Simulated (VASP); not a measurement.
# As (Fm-3m) in VASP: a series of runs

The runs below take As through single point, with PBEsol.

Program: VASP 6.6.1. These are calculated values, not measurements. Logs are shortened: lines on timing, memory, paths and dates and some standing lists are left out, and cuts for length are marked.

**1. The cell of the first run**

Symmetry: Fm-3m, No. 225, cubic system. Conventional cell: a = 4.191 Å, b = 4.191 Å, c = 4.191 Å, α = 90.00°, β = 90.00°, γ = 90.00°. Within 3.9 Å of As (site symmetry m-3m) lie 12 As at 2.96 Å.

**2. Single point, PBEsol**

Contents of INCAR:

```
SYSTEM = As
PREC     = Accurate       ! precision mode
ENCUT    = 520            ! plane-wave cutoff, eV
EDIFF    = 1E-7           ! SCF threshold, eV
ISMEAR   = 1              ! smearing method
SIGMA    = 0.1            ! smearing width, eV
LREAL    = .FALSE.        ! projectors in reciprocal space
LASPH    = .TRUE.         ! aspherical terms in the spheres
NELM     = 80             ! most SCF steps
ALGO     = Normal         ! electronic algorithm
ISIF     = 2              ! what is computed and relaxed
LWAVE    = .FALSE.        ! write WAVECAR
LCHARG   = .TRUE.         ! write CHGCAR
GGA      = PS             ! functional
LELF     = .TRUE.         ! ELF
LVHAR    = .TRUE.       
NBANDS   = 8              ! bands
```

Contents of KPOINTS:

```
regular mesh
0
G
  18 18 18
  0 0 0
```

Contents of POSCAR:

```
As
1.0
    0.0000000000      2.0956384019      2.0956384019
    2.0956384019      0.0000000000      2.0956384019
    2.0956384019      2.0956384019      0.0000000000
As
1
Direct
    0.0000000000      0.0000000000      0.0000000000
```

Potentials or basis: VASP PAW PBE potentials, release 64 (As).

Command:

```bash
> cat potpaw_PBE.64/As/POTCAR > POTCAR
> mpirun -np 1 vasp_std > vasp.out
```

OUTCAR:

```text
SYSTEM = As
   PREC = Accurate
   ENCUT = 520
   EDIFF = 1E-7
   ISMEAR = 1
   LREAL = .FALSE.
   LASPH = .TRUE.
   NELM = 80
   ISIF = 2
   GGA = PS

 ion  position               nearest neighbor table
   1  0.000  0.000  0.000-

  LATTYP: Found a face centered cubic cell.
 ALAT       =     4.1912768038

  Lattice vectors:

 A1 = (   0.0000000000,   2.0956384019,   2.0956384019)
 A2 = (   2.0956384019,   0.0000000000,   2.0956384019)
 A3 = (   2.0956384019,   2.0956384019,   0.0000000000)

Analysis of symmetry for initial positions (statically):
=====================================================================
 Subroutine PRICEL returns:
 Original cell was already a primitive cell.

 Routine SETGRP: Setting up the symmetry group for a
 face centered cubic supercell.

 Subroutine GETGRP returns: Found 48 space group operations
 (whereof 48 operations were pure point group operations)
 out of a pool of 48 trial point group operations.

The static configuration has the point symmetry O_h .

Analysis of symmetry for dynamics (positions and initial velocities):
=====================================================================
 Subroutine PRICEL returns:
 Original cell was already a primitive cell.

 Routine SETGRP: Setting up the symmetry group for a
 face centered cubic supercell.

 Subroutine GETGRP returns: Found 48 space group operations
 (whereof 48 operations were pure point group operations)
 out of a pool of 48 trial point group operations.

The dynamic configuration has the point symmetry O_h .

 Subroutine INISYM returns: Found 48 space group operations
 (whereof 48 operations are pure point group operations),
 and found     1 'primitive' translations

----------------------------------------------------------------------------------------

                                     Primitive cell

  volume of cell :      18.4068

  direct lattice vectors                    reciprocal lattice vectors
     0.000000000  2.095638402  2.095638402    -0.238590780  0.238590780  0.238590780
     2.095638402  0.000000000  2.095638402     0.238590780 -0.238590780  0.238590780
     2.095638402  2.095638402  0.000000000     0.238590780  0.238590780 -0.238590780

  length of vectors
     2.963680250  2.963680250  2.963680250     0.413251352  0.413251352  0.413251352

  position of ions in fractional coordinates (direct lattice)
     0.000000000  0.000000000  0.000000000

  ion indices of the primitive-cell ions
   primitive index   ion index
                 1           1

----------------------------------------------------------------------------------------

 KPOINTS: regular mesh

Automatic generation of k-mesh.
 Grid dimensions read from file:
 generate k-points for:   18   18   18

 Generating k-lattice:

  Cartesian coordinates                     Fractional coordinates (reciprocal lattice)
    -0.013255043  0.013255043  0.013255043     0.055555556  0.000000000  0.000000000
     0.013255043 -0.013255043  0.013255043     0.000000000  0.055555556  0.000000000
     0.013255043  0.013255043 -0.013255043     0.000000000  0.000000000  0.055555556

  Length of vectors
     0.022958408  0.022958408  0.022958408

  Shift w.r.t. Gamma in fractional coordinates (k-lattice)
     0.000000000  0.000000000  0.000000000

 Subroutine IBZKPT returns following result:
 ===========================================

 Found    195 irreducible k-points:

 Following reciprocal coordinates:
            Coordinates               Weight
  0.000000  0.000000  0.000000      1.000000
  0.055556  0.000000  0.000000      8.000000
  0.111111  0.000000  0.000000      8.000000
  0.166667  0.000000  0.000000      8.000000
  0.222222  0.000000  0.000000      8.000000
  0.277778  0.000000  0.000000      8.000000
[... 16 lines left out ...]
 -0.277778  0.055556  0.000000     24.000000
 -0.222222  0.055556  0.000000     24.000000
 [... further k-points ...]
   k-points           NKPTS =    195   k-points in BZ     NKDIM =    195   number of bands    NBANDS=      8
   number of dos      NEDOS =    301   number of ions     NIONS =      1
   total plane-waves  NPLWV =  13824
   dimension x,y,z NGX =    24 NGY =   24 NGZ =   24
   dimension x,y,z NGXF=    48 NGYF=   48 NGZF=   48
   ions per type =               1
   NGX,Y,Z   is equivalent  to a cutoff of  13.46, 13.46, 13.46 a.u.
   NGXF,Y,Z  is equivalent  to a cutoff of  26.93, 26.93, 26.93 a.u.
 SYSTEM =  As
   PREC   = accura    normal or accurate (medium, high low for compatibility)
   ISTART =      0    job   : 0-new  1-cont  2-samecut
   ICHARG =      2    charge: 1-file 2-atom 10-const
   ISPIN  =      1    spin polarized calculation?
   LNONCOLLINEAR =      F non collinear calculations
   LSORBIT =      F    spin-orbit coupling
   LASPH  =      T    aspherical Exc in radial PAW
   ENCUT  =  520.0 eV  38.22 Ry    6.18 a.u.   5.51  5.51  5.51*2*pi/ulx,y,z
   NELM   =     80;   NELMIN=  2; NELMDL= -5     # of ELM steps
   EDIFF  = 0.1E-06   stopping-criterion for ELM
   LREAL  =      F    real-space projection
   EDIFFG = 0.1E-05   stopping-criterion for IOM
   NSW    =      0    number of steps for IOM
   IBRION =     -1    ionic relax: 0-MD 1-quasi-New 2-CG
   NFREE  =      0    steps in history (QN), initial steepest desc. (CG)
   ISIF   =      2    stress and relaxation
   ISYM   =      2    0-nonsym 1-usesym 2-fastsym
   POTIM  = 0.5000    time-step for ionic-motion
   TEBEG  =    0.0;   TEEND  =   0.0 temperature during run
   PSTRESS=    0.0 pullay stress
   NELECT =       5.0000    total number of electrons
   NUPDOWN=      -1.0000    fix difference up-down
   EMIN   =  10.00;   EMAX   =-10.00  energy-range for DOS
   EFERMI =   0.00;   METHOD = LEGACY
   ISMEAR =     1;   SIGMA  =   0.10  broadening in eV -4-tet -1-fermi 0-gaus
   EFERMI_NEDOS =   21; number of points for ismear=-14 and -15
   IALGO  =     38    algorithm
   IMIX   =      4    mixing-type and parameters
     AMIX     =   0.40;   BMIX     =  1.00
     AMIX_MAG =   1.60;   BMIX_MAG =  1.00
  volume/ion in A,a.u.               =      18.41       124.22
  Fermi-wavevector in a.u.,A,eV,Ry     =   1.060242  2.003568 15.294498  1.124114
  Thomas-Fermi vector in A             =   2.195616
   LORBIT       =      0    0 simple, 1 ext, 2 COOP (PROOUT), +10 PAW based schemes
   GGA     = PS    functional components
   LHFCALC =     F    Hartree Fock is set to
   AEXX    =    0.0000 exact exchange contribution
   IVDW    =     0    specifies the selected vdW correction
   LEPSILON=     F    determine dielectric tensor
   LRPA    =     F    only Hartree local field effects (RPA)
 non-spin polarized calculation
 Methfessel and Paxton  Order N= 1 SIGMA  =   0.10
  energy-cutoff  :      520.00
  volume of cell :       18.41
 maximum number of plane-waves:       531
 NGX is ok and might be reduce to    24
   NGX = 11   NGY = 11   NGZ = 11

 number of electron       4.9999999 magnetization

 Free energy of the ion-electron system (eV)
  ---------------------------------------------------
  ext. energy  EPLUGINS =         0.00000000
  ---------------------------------------------------
  free energy    TOTEN  =        -4.62880223 eV

  energy without entropy =       -4.62860088  energy(sigma->0) =       -4.62873511

 E-fermi :   6.8729     XC(G=0): -11.0190

 val. band max:        6.8654460299   @ k =  -0.4444   0.2222   0.0556
 cond. band min:       6.8946814074   @ k =   0.2778   0.1111   0.0556
 fundamental gap:      0.0292353775
 Fermi energy:         6.8729078257

 k-point     1 :       0.0000    0.0000    0.0000
  band No.  band energies     occupation
      1      -8.6576      2.00000
      2      12.8498      0.00000
      3      12.8498      0.00000
      4      12.8498      0.00000
      5      19.3034      0.00000
      6      19.3034      0.00000
      7      19.3034      0.00000
      8      21.3904      0.00000

 k-point     2 :       0.0556    0.0000    0.0000
  band No.  band energies     occupation
      1      -8.5827      2.00000
      2      12.1932      0.00000
      3      12.7588      0.00000
      4      12.7588      0.00000
      5      18.9381      0.00000
      6      19.4742      0.00000
      7      19.4742      0.00000
      8      21.7083      0.00000

 k-point     3 :       0.1111    0.0000    0.0000
  band No.  band energies     occupation
      1      -8.3584      2.00000
      2      10.6392      0.00000
      3      12.5206      0.00000
      4      12.5206      0.00000
      5      18.3602      0.00000
      6      19.9028      0.00000
      7      19.9028      0.00000
      8      22.4843      0.00000

 k-point     4 :       0.1667    0.0000    0.0000
  band No.  band energies     occupation
      1      -7.9865      2.00000
      2       8.7464     -0.00000
      3      12.2077      0.00000
      4      12.2077      0.00000
      5      17.8530      0.00000
      6      20.2836      0.00000
      7      20.2836      0.00000
      8      23.2944      0.00000

 k-point     5 :       0.2222    0.0000    0.0000
  band No.  band energies     occupation
      1      -7.4707      2.00000
      2       6.7912      1.98837
      3      11.8847      0.00000
      4      11.8847      0.00000
      5      17.4526      0.00000
      6      20.1417      0.00000
      7      20.1417      0.00000
      8      23.0925      0.00000
[... 177 lines left out ...]
 k-point    22 :      -0.3333    0.0556    0.0000
  band No.  band energies     occupation
      1      -5.7063      2.00000
      2       2.6348      2.00000
      3      10.3809      0.00000
      4      11.5198      0.00000
      5      17.3796      0.00000
      6      18.5216      0.00000
      7      18.7518      0.00000
      8      22.3239      0.00000

 k-point    23 :      -0.2778    0.0556    0.0000
  band No.  band energies     occupation
      1      -6.5088      2.00000
      2       4.3413      2.00000
      3      10.5291      0.00000
      4      11.8467      0.00000
      5      17.5199      0.00000
      6      19.1821      0.00000
      7      19.1950      0.00000
      8      22.8325      0.00000

 k-point    24 :      -0.2222    0.0556    0.0000
  band No.  band energies     occupation
      1      -7.2024      2.00000
      2       6.1915      2.00000
      3      10.7756      0.00000
      4      12.1890      0.00000
      5      17.7330      0.00000
      6      19.7048      0.00000
      7      19.9400      0.00000
      8      22.8662      0.00000

 [... further k-points ...]
[... 5 lines left out ...]
  --------------------------------------------------------------------------------------
  -------------------------------------------------------------------------------------
  Total        0.0286961      0.0286961      0.0286961      0.0000000     -0.0000000      0.0000000
  in kB        2.4977850      2.4977850      2.4977850      0.0000000     -0.0000000      0.0000000
  external PRESSURE =       2.4977850 kB  Pullay stress =       0.0000000 kB

 VOLUME and BASIS-vectors are now :
 -----------------------------------------------------------------------------
  energy-cutoff  :      520.00
  volume of cell :       18.41
      direct lattice vectors                 reciprocal lattice vectors
     0.000000000  2.095638402  2.095638402    -0.238590780  0.238590780  0.238590780
     2.095638402  0.000000000  2.095638402     0.238590780 -0.238590780  0.238590780
     2.095638402  2.095638402  0.000000000     0.238590780  0.238590780 -0.238590780

 POSITION                                       TOTAL-FORCE (eV/Angst)
 -----------------------------------------------------------------------------------
      0.00000      0.00000      0.00000         0.000000      0.000000      0.000000
 -----------------------------------------------------------------------------------
    total drift:                                0.000000      0.000000     -0.000000

  FREE ENERGIE OF THE ION-ELECTRON SYSTEM (eV)
  ---------------------------------------------------
  free  energy   TOTEN  =        -4.6288022295 eV

  energy  without entropy=       -4.6286008809  energy(sigma->0) =       -4.62873511
```

Wall time 8.3 s (1 thread of Intel Xeon 6975P-C, shared host); peak memory 0.15 GiB.

What came out:

- Free energy: -4.6288 eV
- Pressure: 0.2 GPa

Caveat: the PAW data sets were made with another functional, which shifts forces and pressure a little.

**3. Single point, PBEsol**

This run uses another cell than the first one, of 18.59 Å³/atom, 1.010 times its volume.

Contents of INCAR:

```
SYSTEM = As
PREC = Accurate ; ENCUT = 520
EDIFF = 1E-7 ; ISMEAR = 1
SIGMA = 0.1 ; LREAL = .FALSE.
LASPH = .TRUE. ; NELM = 60
ALGO = Normal ; ISIF = 2
LWAVE = .FALSE. ; LCHARG = .TRUE.
GGA = PS ; LELF = .TRUE.
LVHAR = .TRUE. ; NBANDS = 8
```

Contents of KPOINTS:

```
Automatic mesh
0
G
  18 18 18
  0 0 0
```

Contents of POSCAR:

```
As
1.0
    0.0000000000      2.1026007068      2.1026007068
    2.1026007068      0.0000000000      2.1026007068
    2.1026007068      2.1026007068      0.0000000000
As
1
Direct
    0.0000000000      0.0000000000      0.0000000000
```

Potentials or basis: VASP PAW PBE potentials, release 64 (As).

Command:

```bash
> cat potpaw_PBE.64/As/POTCAR > POTCAR
> mpirun -np 1 vasp_std > vasp.out
```

Wall time 8.1 s (1 thread of Intel Xeon 6975P-C, shared host); peak memory 0.16 GiB.

It converged, with:

```
Free energy : -4.6286 eV
Pressure    : -0.7 GPa
```

Levels at points of the mesh, in eV from the Fermi level:
| k point | band 1 | band 2 | band 3 | band 4 | band 5 | band 6 |
| --- | --- | --- | --- | --- | --- | --- |
| (0.00, 0.00, 0.00) | -15.43 | 5.90 | 5.90 | 5.90 | 12.39 | 12.39 |
| (0.50, 0.00, 0.00) | -10.86 | -7.01 | 4.12 | 4.12 | 9.85 | 11.30 |
| (0.50, 0.50, 0.00) | -8.91 | -5.88 | 0.48 | 0.48 | 4.94 | 5.54 |

Caveat: the PAW data sets were made with another functional, which shifts forces and pressure a little.
